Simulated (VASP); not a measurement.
# Cd2Cl3 (Pm-3m) in VASP: further runs, part 2 of 2

VASP 6.6.1.

**3. Single point, PBE**

This run uses another cell than the first one, of 28.02 Å³/atom.

Input file INCAR:

```
SYSTEM = Cd2Cl3
PREC = Accurate ; ENCUT = 520
EDIFF = 1E-7 ; ISMEAR = 0
SIGMA = 0.1 ; LREAL = .FALSE.
LASPH = .TRUE. ; NELM = 100
ALGO = Normal ; ISIF = 2
LWAVE = .FALSE. ; LCHARG = .FALSE.
GGA = PE ; NBANDS = 30
```

Input file KPOINTS:

```
Automatic mesh
0
G
  8 8 8
  0 0 0
```

Input file POSCAR:

```
Cd2Cl3
1.0
    5.1936465387      0.0000000000      0.0000000000
    0.0000000000      5.1936465387      0.0000000000
    0.0000000000      0.0000000000      5.1936465387
Cd Cl
2 3
Direct
    0.0000000000      0.0000000000      0.0000000000
    0.5000000000      0.5000000000      0.5000000000
    0.5000000000      0.0000000000      0.0000000000
    0.0000000000      0.5000000000      0.0000000000
    0.0000000000      0.0000000000      0.5000000000
```

Potentials or basis: VASP PAW PBE potentials, release 64 (Cd, Cl).

The run is started by

```console
cat potpaw_PBE.64/Cd/POTCAR potpaw_PBE.64/Cl/POTCAR > POTCAR
mpirun -np 1 vasp_std > vasp.out
```

OUTCAR:

```text
SYSTEM = Cd2Cl3
   PREC = Accurate
   ENCUT = 520
   EDIFF = 1E-7
   ISMEAR = 0
   LREAL = .FALSE.
   LASPH = .TRUE.
   NELM = 100
   ISIF = 2
   GGA = PE

 ion  position               nearest neighbor table
   1  0.000  0.000  0.000-   3 2.60   4 2.60   5 2.60   5 2.60   4 2.60   3 2.60
   2  0.500  0.500  0.500-
   3  0.500  0.000  0.000-   1 2.60   1 2.60
   4  0.000  0.500  0.000-   1 2.60   1 2.60
   5  0.000  0.000  0.500-   1 2.60   1 2.60

[... 995 lines left out ...]
  --------------------------------------------------------------------------------------
  -------------------------------------------------------------------------------------
  Total        0.1529695      0.1529695      0.1529695     -0.0000000      0.0000000     -0.0000000
  in kB        1.7494373      1.7494373      1.7494373     -0.0000000      0.0000000     -0.0000000
  external PRESSURE =       1.7494373 kB  Pullay stress =       0.0000000 kB

 VOLUME and BASIS-vectors are now :
 -----------------------------------------------------------------------------
  energy-cutoff  :      520.00
  volume of cell :      140.09
      direct lattice vectors                 reciprocal lattice vectors
     5.193646539  0.000000000  0.000000000     0.192542945  0.000000000  0.000000000
     0.000000000  5.193646539  0.000000000     0.000000000  0.192542945  0.000000000
     0.000000000  0.000000000  5.193646539     0.000000000  0.000000000  0.192542945

 POSITION                                       TOTAL-FORCE (eV/Angst)
 -----------------------------------------------------------------------------------
      0.00000      0.00000      0.00000         0.000000      0.000000      0.000000
      2.59682      2.59682      2.59682         0.000000      0.000000      0.000000
      2.59682      0.00000      0.00000         0.000000      0.000000      0.000000
      0.00000      2.59682      0.00000         0.000000      0.000000      0.000000
      0.00000      0.00000      2.59682         0.000000      0.000000      0.000000
 -----------------------------------------------------------------------------------
    total drift:                               -0.000000      0.000000     -0.000000

  FREE ENERGIE OF THE ION-ELECTRON SYSTEM (eV)
  ---------------------------------------------------
  free  energy   TOTEN  =       -10.1706192740 eV

  energy  without entropy=      -10.1520358644  energy(sigma->0) =      -10.16132757
```

OSZICAR:

```text
N       E                     dE             d eps       ncg     rms          rms(c)
DAV:   1     0.338251006575E+03    0.33825E+03   -0.21350E+04  2100   0.133E+03
DAV:   2     0.141780516629E+02   -0.32407E+03   -0.30993E+03  2518   0.326E+02
DAV:   3    -0.113183948322E+02   -0.25496E+02   -0.25319E+02  2424   0.897E+01
DAV:   4    -0.116522125894E+02   -0.33382E+00   -0.33354E+00  2402   0.108E+01
DAV:   5    -0.116581118603E+02   -0.58993E-02   -0.58990E-02  2580   0.144E+00    0.933E+00
DAV:   6    -0.103305599553E+02    0.13276E+01   -0.21464E+00  2544   0.128E+01    0.731E+00
DAV:   7    -0.101852855499E+02    0.14527E+00   -0.68464E-01  2238   0.444E+00    0.368E+00
DAV:   8    -0.101735240509E+02    0.11761E-01   -0.11688E-01  2340   0.320E+00    0.573E-01
DAV:   9    -0.101702802684E+02    0.32438E-02   -0.20979E-02  2390   0.155E+00    0.220E-01
DAV:  10    -0.101705942270E+02   -0.31396E-03   -0.23406E-03  2402   0.304E-01    0.956E-02
DAV:  11    -0.101706040629E+02   -0.98359E-05   -0.88238E-04  2382   0.279E-01    0.541E-02
DAV:  12    -0.101706204476E+02   -0.16385E-04   -0.12141E-04  2400   0.774E-02    0.163E-02
DAV:  13    -0.101706194321E+02    0.10155E-05   -0.10990E-05  2364   0.352E-02    0.800E-03
DAV:  14    -0.101706192551E+02    0.17699E-06   -0.14895E-06  2414   0.908E-03    0.300E-03
DAV:  15    -0.101706192740E+02   -0.18953E-07   -0.20953E-07  1902   0.319E-03
   1 F= -.10170619E+02 E0= -.10161328E+02  d E =-.185834E-01
```

stdout:

```text
POSCAR found type information on POSCAR CdCl
 POSCAR found :  2 types and       5 ions
 scaLAPACK will be used
 LDA part: xc-table for (Slater+PW92), standard interpolation
 POSCAR, INCAR and KPOINTS ok, starting setup
 FFT: planning ... GRIDC
 FFT: planning ... GRID_SOFT
 FFT: planning ... GRID
 WAVECAR not read
 entering main loop
```

Run time: 80 s. Hardware: 1 thread of AMD EPYC 9R45 (Zen 5), shared host; peak memory 0.26 GiB.

Results:

| Quantity | Value |
| --- | --- |
| Free energy | -10.1706 eV |
| Pressure | 0.2 GPa |
| Band gap on the k mesh | zero (an odd number of electrons rules out a gap without spin polarisation) |

Levels at points of the mesh, in eV from the Fermi level:
```csv
k point,band 19,band 20,band 21,band 22,band 23,band 24,band 25,band 26,band 27,band 28
"(0.00, 0.00, 0.00)",-2.08,-2.00,-2.00,-2.00,-1.13,0.70,6.11,6.11,6.11,6.95
"(0.50, 0.00, 0.00)",-2.28,-2.19,-1.97,-1.97,0.22,3.29,3.62,5.30,5.30,7.38
"(0.50, 0.50, 0.00)",-2.18,-2.18,-1.48,-1.22,0.19,4.59,4.59,4.64,5.10,6.46
"(0.50, 0.50, 0.50)",-1.48,-1.48,-1.21,-1.21,-0.81,5.30,5.30,5.30,5.64,5.64
```

Caveat: an odd number of electrons without spin polarisation forces a metal; a magnetic or distorted state may lie lower.

**4. Relaxation of cell and atoms, PBE**

This run uses another cell than the first one, of 27.96 Å³/atom.

Input file INCAR:

```
PREC = Accurate
ENCUT = 600
EDIFF = 1E-6
ISMEAR = 0
SIGMA = 0.1
LREAL = False
LASPH = True
NELM = 60
ALGO = Normal
ISIF = 3
LWAVE = False
LCHARG = False
GGA = PE
IBRION = 2
NSW = 100
EDIFFG = -0.01
```

Input file KPOINTS:

```
Automatic mesh
0
Gamma
  8 8 8
```

Changes to POSCAR since step 3:

```diff
@@ -2,5 +2,5 @@
 1.0
-    5.1936465387      0.0000000000      0.0000000000
-    0.0000000000      5.1936465387      0.0000000000
-    0.0000000000      0.0000000000      5.1936465387
+    5.1897703999      0.0000000000      0.0000000000
+    0.0000000000      5.1897703999      0.0000000000
+    0.0000000000      0.0000000000      5.1897703999
 Cd Cl
```

The run is started by

```console
cat potpaw_PBE.64/Cd/POTCAR potpaw_PBE.64/Cl/POTCAR > POTCAR
mpirun -np 1 vasp_std > vasp.out
```

Run time: 1.9 min. Hardware: 1 thread of AMD EPYC 9R45 (Zen 5), shared host; peak memory 0.32 GiB.

It converged, with:

* Free energy: -10.1710 eV
* Relaxed volume: 28.13 Å³/atom
* Relaxed cell: a = 5.200 Å, b = 5.200 Å, c = 5.200 Å, α = 90.00°, β = 90.00°, γ = 90.00°
* Space group after relaxing (to 0.1 Å): Pm-3m (No. 221)
* Energy gained by relaxing: 0.2 meV/atom
* Ionic steps: 2
* Pressure after relaxing: 0.1 GPa
* Band gap on the k mesh: zero (an odd number of electrons rules out a gap without spin polarisation)

The path:
| step | energy change (eV) | largest force (eV/Å) | pressure (GPa) | volume (Å³) |
| --- | --- | --- | --- | --- |
| 1 | 0.0000 | 0.0000 | 0.24 | 139.78 |
| 2 | -0.0008 | 0.0000 | 0.05 | 140.63 |

Final structure:
```
Cd Cl
1.0
     5.20022    0.00000    0.00000
     0.00000    5.20022    0.00000
     0.00000    0.00000    5.20022
Cd Cl
2 3
Direct
  0.00000 0.00000 0.00000
  0.50000 0.50000 0.50000
  0.50000 0.00000 0.00000
  0.00000 0.50000 0.00000
  0.00000 0.00000 0.50000
```

Levels at points of the mesh, in eV from the Fermi level:
```tsv
k point	band 20	band 21	band 22	band 23	band 24	band 25	band 26	band 27
(0.00, 0.00, 0.00)	-1.99	-1.99	-1.99	-1.13	0.70	6.11	6.11	6.11
(0.50, 0.00, 0.00)	-2.18	-1.96	-1.96	0.22	3.27	3.63	5.30	5.30
(0.50, 0.50, 0.00)	-2.17	-1.47	-1.22	0.18	4.59	4.59	4.65	5.08
(0.50, 0.50, 0.50)	-1.47	-1.22	-1.22	-0.81	5.30	5.30	5.30	5.64
```

Caveat: an odd number of electrons without spin polarisation forces a metal; a magnetic or distorted state may lie lower.

**5. Overview**

| task | cell | k mesh | cutoff (eV) | gap on the mesh (eV) | pressure (GPa) |
| --- | --- | --- | --- | --- | --- |
| single point | a = 5.322 Å, 5 atoms | 4 × 4 × 4 | 520 | none | -1.9 |
| single point | a = 5.194 Å, 5 atoms | 8 × 8 × 8 | 520 | none | 0.2 |
| relaxation of cell and atoms | relaxed from a = 5.190 Å, 5 atoms | 8 × 8 × 8 | 600 | none | 0.1 |

Alike in all rows: level PBE; potentials or basis VASP PAW PBE potentials, release 64 (Cd, Cl); no spin polarisation; smearing gaussian 0.1 eV.

Caveats: an odd number of electrons without spin polarisation forces a metal; a magnetic or distorted state may lie lower.

Total energies depend on the potentials used, so only differences within one code and one set of settings carry meaning.
